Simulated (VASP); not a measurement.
# MgO (Fm-3m) in VASP: a series of runs

MgO is run at these levels: HSE06, HSE06+D3(BJ); tasks: band structure, dielectric tensor.

Everything below comes from runs of VASP 6.6.1. Logs are shortened: lines on timing, memory, paths and dates and some standing lists are left out, and cuts for length are marked.

### Step 1. The cell of the first run

It takes space group Fm-3m (No. 225, cubic). The conventional cell has a = 4.194 Å, b = 4.194 Å, c = 4.194 Å, α = 90.00°, β = 90.00°, γ = 90.00°. Mg (site symmetry m-3m) has 6 O at 2.10 Å within 2.8 Å. O (site symmetry m-3m) has 6 Mg at 2.10 Å within 2.8 Å.

### Step 2. Band structure, HSE06

The input, POSCAR:

```
MgO
1.0
    0.0000000000      2.0970013927      2.0970013927
    2.0970013927      0.0000000000      2.0970013927
    2.0970013927      2.0970013927      0.0000000000
Mg O
1 1
Direct
    0.0000000000      0.0000000000      0.0000000000
    0.5000000000      0.5000000000      0.5000000000
```

The input, INCAR.step1:

```
ISMEAR = 0
SIGMA = 0.03
LWAVE = True
LCHARG = False
NBANDS = 16
PREC = Accurate
LASPH = True
LREAL = False
ALGO = Normal
EDIFF = 1E-6
NELM = 120
GGA_COMPAT = False
ENCUT = 460
EFERMI = MIDGAP
GGA = PE
```

The input, INCAR.step2:

```
GGA = PE
LHFCALC = True
HFSCREEN = 0.2
ISMEAR = 0
SIGMA = 0.03
LWAVE = False
LCHARG = False
NBANDS = 16
PREC = Accurate
LASPH = True
LREAL = False
ALGO = Normal
EDIFF = 1E-6
NELM = 120
GGA_COMPAT = False
ENCUT = 460
EFERMI = MIDGAP
PRECFOCK = Fast
ISTART = 1
```

The input, KPOINTS:

```
Automatic mesh
0
Gamma
  6 6 6
  0 0 0
```

The input, KPOINTS_OPT:

```
path GXWKGLUWLK,UX
6
line-mode
reciprocal
 0.0000000000  0.0000000000  0.0000000000  G
 0.5000000000  0.0000000000  0.5000000000  X

 0.5000000000  0.0000000000  0.5000000000  X
 0.5000000000  0.2500000000  0.7500000000  W

 0.5000000000  0.2500000000  0.7500000000  W
 0.3750000000  0.3750000000  0.7500000000  K

 0.3750000000  0.3750000000  0.7500000000  K
 0.0000000000  0.0000000000  0.0000000000  G

 0.0000000000  0.0000000000  0.0000000000  G
 0.5000000000  0.5000000000  0.5000000000  L

 0.5000000000  0.5000000000  0.5000000000  L
 0.6250000000  0.2500000000  0.6250000000  U

 0.6250000000  0.2500000000  0.6250000000  U
 0.5000000000  0.2500000000  0.7500000000  W

 0.5000000000  0.2500000000  0.7500000000  W
 0.5000000000  0.5000000000  0.5000000000  L

 0.5000000000  0.5000000000  0.5000000000  L
 0.3750000000  0.3750000000  0.7500000000  K

 0.6250000000  0.2500000000  0.6250000000  U
 0.5000000000  0.0000000000  0.5000000000  X
```

Potentials or basis: VASP PAW PBE potentials, release 64 (Mg, O).

Command:

```
> cat potpaw_PBE.64/Mg/POTCAR potpaw_PBE.64/O/POTCAR > POTCAR
> cp INCAR.step1 INCAR
> mpirun -np 1 vasp_std > vasp.out
> cp INCAR.step2 INCAR
> mpirun -np 1 vasp_std > vasp.out
```

OUTCAR:

```text
GGA = PE
   LHFCALC = True
   HFSCREEN = 0.2
   ISMEAR = 0
   PREC = Accurate
   LASPH = True
   LREAL = False
   EDIFF = 1E-6
   NELM = 120
   ENCUT = 460
   EFERMI = MIDGAP
   PRECFOCK = Fast
   ISTART = 1

 Found     16 irreducible k-points:

 Following reciprocal coordinates:
            Coordinates               Weight
  0.000000  0.000000  0.000000      1.000000
  0.166667  0.000000  0.000000      8.000000
  0.333333  0.000000  0.000000      8.000000
  0.500000  0.000000  0.000000      4.000000
  0.166667  0.166667  0.000000      6.000000
  0.333333  0.166667  0.000000     24.000000
   k-points           NKPTS =     16   k-points in BZ     NKDIM =    216   number of bands    NBANDS=     16
   number of dos      NEDOS =    301   number of ions     NIONS =      2
   total plane-waves  NPLWV =  13824
   dimension x,y,z NGX =    24 NGY =   24 NGZ =   24
   dimension x,y,z NGXF=    48 NGYF=   48 NGZF=   48
   ions per type =               1   1
   NGX,Y,Z   is equivalent  to a cutoff of  13.45, 13.45, 13.45 a.u.
   NGXF,Y,Z  is equivalent  to a cutoff of  26.91, 26.91, 26.91 a.u.
 SYSTEM =  unknown system
   PREC   = accura    normal or accurate (medium, high low for compatibility)
   ISTART =      1    job   : 0-new  1-cont  2-samecut
   ICHARG =      0    charge: 1-file 2-atom 10-const
   ISPIN  =      1    spin polarized calculation?
   LNONCOLLINEAR =      F non collinear calculations
   LSORBIT =      F    spin-orbit coupling
   LASPH  =      T    aspherical Exc in radial PAW
   ENCUT  =  460.0 eV  33.81 Ry    5.81 a.u.   5.19  5.19  5.19*2*pi/ulx,y,z
   NELM   =    120;   NELMIN=  2; NELMDL=  0     # of ELM steps
   EDIFF  = 0.1E-05   stopping-criterion for ELM
   LREAL  =      F    real-space projection
   EDIFFG = 0.1E-04   stopping-criterion for IOM
   NSW    =      0    number of steps for IOM
   IBRION =     -1    ionic relax: 0-MD 1-quasi-New 2-CG
   NFREE  =      0    steps in history (QN), initial steepest desc. (CG)
   ISIF   =      0    stress and relaxation
   ISYM   =      3    0-nonsym 1-usesym 2-fastsym
   POTIM  = 0.5000    time-step for ionic-motion
   TEBEG  =    0.0;   TEEND  =   0.0 temperature during run

   SCALEE = 1.0000    scale energy and forces
   PSTRESS=    0.0 pullay stress
   NELECT =       8.0000    total number of electrons
   NUPDOWN=      -1.0000    fix difference up-down
   EMIN   =  10.00;   EMAX   =-10.00  energy-range for DOS
   EFERMI =   0.00;   METHOD = MIDGAP
   ISMEAR =     0;   SIGMA  =   0.03  broadening in eV -4-tet -1-fermi 0-gaus
   EFERMI_NEDOS =   21; number of points for ismear=-14 and -15
   IALGO  =     38    algorithm
   IMIX   =      1    mixing-type and parameters
     AMIX     =   0.40;   BMIX     =  1.00
     AMIX_MAG =   1.60;   BMIX_MAG =  1.00
  volume/ion in A,a.u.               =       9.22        62.23
  Fermi-wavevector in a.u.,A,eV,Ry     =   1.239261  2.341864 20.895389  1.535768
  Thomas-Fermi vector in A             =   2.373752
   LORBIT       =      0    0 simple, 1 ext, 2 COOP (PROOUT), +10 PAW based schemes
   GGA     = PE    functional components
   LHFCALC =     T    Hartree Fock is set to
   PRECFOCK=fast      Normal, Fast or Accurate (Low or Medium for compatibility)
   ENCUT4O =  -1.0   cutoff for four orbital integrals eV
   NKREDX  =     1    reduce k-point grid by
   NKREDY  =     1    reduce k-point grid by
   NKREDZ  =     1    reduce k-point grid by
   AEXX    =    0.2500 exact exchange contribution
   HFSCREEN=    0.2000 screening length (either q_TF or 0.3 A-1)
   HFSCREENC=   0.2000 screening length for correlation (either q_TF or 0.3 A-1)
   ENCUTFOCK=  -1.0 apply spherical cutoff to Coloumb kernel
   IVDW    =     0    specifies the selected vdW correction
   LEPSILON=     F    determine dielectric tensor
   LRPA    =     F    only Hartree local field effects (RPA)

   CSHIFT  =0.1000    complex shift for real part using Kramers Kronig

   OMEGAMAX=  -1.0    maximum frequency
 non-spin polarized calculation
 Gauss-broadening in eV      SIGMA  =   0.03
  energy-cutoff  :      460.00
  volume of cell :       18.44
 maximum number of plane-waves:       432
 NGX is ok and might be reduce to    24
  NGX = 14; NGY = 14; NGZ = 14

 number of electron       8.0000004 magnetization

 Free energy of the ion-electron system (eV)
  ---------------------------------------------------
  ext. energy  EPLUGINS =         0.00000000
  ---------------------------------------------------
  free energy    TOTEN  =       -14.23650002 eV

  energy without entropy =      -14.23650002  energy(sigma->0) =      -14.23650002

  exchange ACFDT corr.  =         0.00000000  see jH, gK, PRB 81, 115126

 E-fermi :   5.3192     XC(G=0):  -9.1310

 val. band max:        2.0180261245   @ k =   0.0000   0.0000   0.0000
 cond. band min:       8.6203060307   @ k =   0.0000   0.0000   0.0000
 fundamental gap:      6.6022799062
 Fermi energy:         5.3191660776

 k-point     1 :       0.0000    0.0000    0.0000
  band No.  band energies     occupation
      1     -16.8732      2.00000
      2       2.0180      2.00000
      3       2.0180      2.00000
      4       2.0180      2.00000
      5       8.6203      0.00000
      6      19.8783      0.00000
[... 8 lines left out ...]
     15      43.7451      0.00000
     16      43.7451      0.00000

 k-point     2 :       0.1667    0.0000    0.0000
  band No.  band energies     occupation
      1     -16.5689      2.00000
      2       0.4408      2.00000
      3       1.8242      2.00000
      4       1.8242      2.00000
      5      10.0864      0.00000
      6      17.5234      0.00000
[... 8 lines left out ...]
     15      40.6210      0.00000
     16      43.1739      0.00000

 k-point     3 :       0.3333    0.0000    0.0000
  band No.  band energies     occupation
      1     -15.8857      2.00000
      2      -1.9283      2.00000
      3       1.4608      2.00000
      4       1.4608      2.00000
      5      11.6303      0.00000
      6      16.5777      0.00000
[... 8 lines left out ...]
     15      39.7285      0.00000
     16      39.7285      0.00000

 k-point     4 :       0.5000    0.0000    0.0000
  band No.  band energies     occupation
      1     -15.4927      2.00000
      2      -2.9734      2.00000
      3       1.2902      2.00000
      4       1.2902      2.00000
      5      11.8024      0.00000
      6      17.0710      0.00000
[... 8 lines left out ...]
     15      37.5018      0.00000
     16      37.5018      0.00000

 k-point     5 :       0.1667    0.1667    0.0000
  band No.  band energies     occupation
      1     -16.4753      2.00000
      2       0.3649      2.00000
      3       1.5907      2.00000
      4       1.5907      2.00000
      5      10.6022      0.00000
      6      16.6616      0.00000
[... 8 lines left out ...]
     15      40.9050      0.00000
     16      42.3007      0.00000

 k-point     6 :       0.3333    0.1667    0.0000
  band No.  band energies     occupation
      1     -15.9326      2.00000
      2      -1.2863      2.00000
      3       1.0730      2.00000
      4       1.2257      2.00000
      5      12.3631      0.00000
      6      15.5434      0.00000
[... 8 lines left out ...]
     15      39.0746      0.00000
     16      39.1901      0.00000

 [... further k-points ...]

------------------------ aborting loop because EDIFF is reached ----------------------------------------

 VOLUME and BASIS-vectors are now :
 -----------------------------------------------------------------------------
  energy-cutoff  :      460.00
  volume of cell :       18.44
      direct lattice vectors                 reciprocal lattice vectors
     0.000000000  2.097001393  2.097001393    -0.238435702  0.238435702  0.238435702
     2.097001393  0.000000000  2.097001393     0.238435702 -0.238435702  0.238435702
     2.097001393  2.097001393  0.000000000     0.238435702  0.238435702 -0.238435702

 POSITION                                       TOTAL-FORCE (eV/Angst)
 -----------------------------------------------------------------------------------
      0.00000      0.00000      0.00000         0.000000     -0.000000     -0.000000
      2.09700      2.09700      2.09700        -0.000000      0.000000      0.000000
 -----------------------------------------------------------------------------------
    total drift:                               -0.000109     -0.000156     -0.000155

  FREE ENERGIE OF THE ION-ELECTRON SYSTEM (eV)
  ---------------------------------------------------
  free  energy   TOTEN  =       -14.2365000229 eV

  energy  without entropy=      -14.2365000229  energy(sigma->0) =      -14.23650002
```

It took 17 min on 1 thread of Intel Xeon Platinum 8175M at 2.50GHz (Skylake/Cascade Lake), shared host; peak memory 0.26 GiB.

What came out:

- Free energy: -14.2365 eV
- Band gap on the k mesh: 6.60 eV
- Band gap along the path: 6.60 eV

Levels at the corners of the path, in eV from the valence-band top:
```
point  band 1  band 2  band 3  band 4  band 5  band 6  band 7  band 8
    Γ  -18.89    0.00    0.00    0.00    6.60   17.86   17.86   17.86
    X  -17.23   -4.44   -1.49   -1.49   10.90   12.02   15.54   21.61
    X  -17.23   -4.44   -1.49   -1.49   10.90   12.02   15.54   21.61
    W  -17.17   -3.21   -3.21   -1.92   13.78   13.78   14.39   17.83
    W  -17.17   -3.21   -3.21   -1.92   13.78   13.78   14.39   17.83
    K  -17.21   -3.80   -2.93   -1.27   12.02   13.98   14.84   20.60
    K  -17.21   -3.80   -2.93   -1.27   12.02   13.98   14.84   20.60
    Γ  -18.89    0.00    0.00    0.00    6.60   17.86   17.86   17.86
    Γ  -18.89    0.00    0.00    0.00    6.60   17.86   17.86   17.86
    L  -17.51   -4.99   -0.73   -0.73    9.78   15.05   18.49   18.49
    L  -17.51   -4.99   -0.73   -0.73    9.78   15.05   18.49   18.49
    U  -17.21   -3.80   -2.93   -1.27   12.02   13.98   14.84   20.60
    U  -17.21   -3.80   -2.93   -1.27   12.02   13.98   14.84   20.60
    W  -17.17   -3.21   -3.21   -1.92   13.78   13.78   14.39   17.83
    W  -17.17   -3.21   -3.21   -1.92   13.78   13.78   14.39   17.83
    L  -17.51   -4.99   -0.73   -0.73    9.78   15.05   18.49   18.49
    L  -17.51   -4.99   -0.73   -0.73    9.78   15.05   18.49   18.49
    K  -17.21   -3.80   -2.93   -1.27   12.02   13.98   14.84   20.60
    U  -17.21   -3.80   -2.93   -1.27   12.02   13.98   14.84   20.60
    X  -17.23   -4.44   -1.49   -1.49   10.90   12.02   15.54   21.61
```

Caveat: the k points lie up to 0.43 Å⁻¹ apart; the cutoff is under 1.25 times the usual one of these potentials, so pressure, stress and relaxed cells hold a basis-set (Pulay) error; the PAW data sets were made with another functional, which shifts forces and pressure a little.

### Step 3. Dielectric tensor, HSE06+D3(BJ)

POSCAR is that of step 2.

The input, INCAR.step1:

```
SYSTEM = MgO
ALGO = Normal
EDIFF = 1E-5
ENCUT = 520
GGA = PE
ISIF = 2
ISMEAR = 0
LASPH = .True.
LCHARG = .False.
LREAL = .False.
LWAVE = .True.
NBANDS = 11
NELM = 60
PREC = Accurate
SIGMA = 0.01
```

The input, INCAR.step2:

```
SYSTEM = MgO
ALGO = Normal
EDIFF = 1E-8
ENCUT = 520
GGA = PE
HFSCREEN = 0.2079
ISIF = 2
ISMEAR = 0
ISTART = 1
IVDW = 12
LASPH = .True.
LCALCEPS = .True.
LCHARG = .False.
LHFCALC = .True.
LREAL = .False.
LWAVE = .False.
NELM = 60
PREC = Accurate
PRECFOCK = Normal
SIGMA = 0.01
VDW_A1 = 0.383
VDW_A2 = 5.685
VDW_S6 = 1.0
VDW_S8 = 2.31
```

The input, KPOINTS:

```
k-points
0
Gamma
  6 6 6
  0 0 0
```

Potentials or basis: VASP PAW PBE potentials, release 64 (Mg, O).

Command:

```
> cat potpaw_PBE.64/Mg/POTCAR potpaw_PBE.64/O/POTCAR > POTCAR
> cp INCAR.step1 INCAR
> mpirun -np 1 vasp_std > vasp.out
> cp INCAR.step2 INCAR
> mpirun -np 1 vasp_std > vasp.out
```

OUTCAR:

```text
SYSTEM = MgO
   EDIFF = 1E-8
   ENCUT = 520
   GGA = PE
   HFSCREEN = 0.2079
   ISIF = 2
   ISMEAR = 0
   ISTART = 1
   IVDW = 12
   LASPH = .True.
   LHFCALC = .True.
   LREAL = .False.
   NELM = 60
   PREC = Accurate
   PRECFOCK = Normal
 IVDW          = 12

 ion  position               nearest neighbor table
   1  0.000  0.000  0.000-   2 2.10   2 2.10   2 2.10   2 2.10   2 2.10   2 2.10
   2  0.500  0.500  0.500-   1 2.10   1 2.10   1 2.10   1 2.10   1 2.10   1 2.10

  LATTYP: Found a face centered cubic cell.
 ALAT       =     4.1940027854

  Lattice vectors:

 A1 = (   0.0000000000,   2.0970013927,   2.0970013927)
 A2 = (   2.0970013927,   0.0000000000,   2.0970013927)
 A3 = (   2.0970013927,   2.0970013927,   0.0000000000)

Analysis of symmetry for initial positions (statically):
=====================================================================
 Subroutine PRICEL returns:
 Original cell was already a primitive cell.
[... 464 lines left out ...]
  z     0.00000     0.00000     0.00000     0.00000     0.00000     0.00000

 PIEZOELECTRIC TENSOR (including local field effects) (C/m^2)
          XX          YY          ZZ          XY          YZ          ZX
  --------------------------------------------------------------------------------
  x     0.00000     0.00000     0.00000     0.00000     0.00000     0.00000
  y     0.00000     0.00000     0.00000     0.00000     0.00000     0.00000
  z     0.00000     0.00000     0.00000     0.00000     0.00000     0.00000

 BORN EFFECTIVE CHARGES (including local field effects) (in |e|, cummulative output)
 ---------------------------------------------------------------------------------
 ion    1
    1     1.95743     0.00000    -0.00000
    2     0.00000     1.95743     0.00000
    3    -0.00000     0.00000     1.95743
 ion    2
    1    -1.95743     0.00000     0.00000
    2     0.00000    -1.95743    -0.00000
    3     0.00000    -0.00000    -1.95743

 Edisp (eV)   -0.68064

 E8    (eV) :    -0.4163

  FORCE on cell =-STRESS in cart. coord.  units (eV):
  Direction    XX          YY          ZZ          XY          YZ          ZX
  --------------------------------------------------------------------------------------
  -------------------------------------------------------------------------------------
  Total      -0.63950    -0.63950    -0.63950     0.00000     0.00000     0.00000
  in kB     -55.55484   -55.55484   -55.55484     0.00000     0.00000     0.00000
  external pressure =      -55.55 kB  Pullay stress =        0.00 kB

 VOLUME and BASIS-vectors are now :
 -----------------------------------------------------------------------------
  energy-cutoff  :      520.00
  volume of cell :       18.44
      direct lattice vectors                 reciprocal lattice vectors
     0.000000000  2.097001393  2.097001393    -0.238435702  0.238435702  0.238435702
     2.097001393  0.000000000  2.097001393     0.238435702 -0.238435702  0.238435702
     2.097001393  2.097001393  0.000000000     0.238435702  0.238435702 -0.238435702

 POSITION                                       TOTAL-FORCE (eV/Angst)
 -----------------------------------------------------------------------------------
      0.00000      0.00000      0.00000        -0.000000     -0.000000      0.000000
      2.09700      2.09700      2.09700         0.000000      0.000000     -0.000000
 -----------------------------------------------------------------------------------
    total drift:                                0.000156      0.000228      0.000228

  FREE ENERGIE OF THE ION-ELECTRON SYSTEM (eV)
  ---------------------------------------------------
  free  energy   TOTEN  =       -15.5711293693 eV

  energy  without entropy=      -15.5711293693  energy(sigma->0) =      -15.57112937
```

It took 45 min on 1 thread of Intel Xeon 6975P-C (Granite Rapids), shared host; peak memory 0.33 GiB.

What came out:

- Band gap on the k mesh: 6.58 eV
- Electronic dielectric tensor (diagonal): 2.90
- Born charges (mean of the diagonal): Mg +1.96; O -1.96 e
- Dispersion energy per atom: -0.340 eV

Levels at points of the mesh, in eV from the valence-band top:
```tsv
k point	band 1	band 2	band 3	band 4	band 5	band 6	band 7	band 8
(0.00, 0.00, 0.00)	-18.89	0.00	0.00	0.00	6.58	17.83	17.83	17.83
(0.50, 0.00, 0.00)	-17.51	-4.99	-0.73	-0.73	9.76	15.02	18.46	18.46
(0.50, 0.50, 0.00)	-17.23	-4.44	-1.49	-1.49	10.87	11.99	15.51	21.58
```

Electronic dielectric tensor:
```
2.90 0.00 0.00
0.00 2.90 0.00
0.00 0.00 2.90
```

Born effective charge tensors (e):
atom 1, Mg
```
1.96 0.00 0.00
0.00 1.96 0.00
0.00 0.00 1.96
```
atom 2, O
```
-1.96  0.00  0.00
 0.00 -1.96  0.00
 0.00  0.00 -1.96
```

Dipole moments of the cell (e·Å, modulo the quantum): ionic -12.582, -12.582, -12.582; electronic 0.000, 0.000, 0.002

Caveat: the k points lie up to 0.43 Å⁻¹ apart; the PAW data sets were made with another functional, which shifts forces and pressure a little.
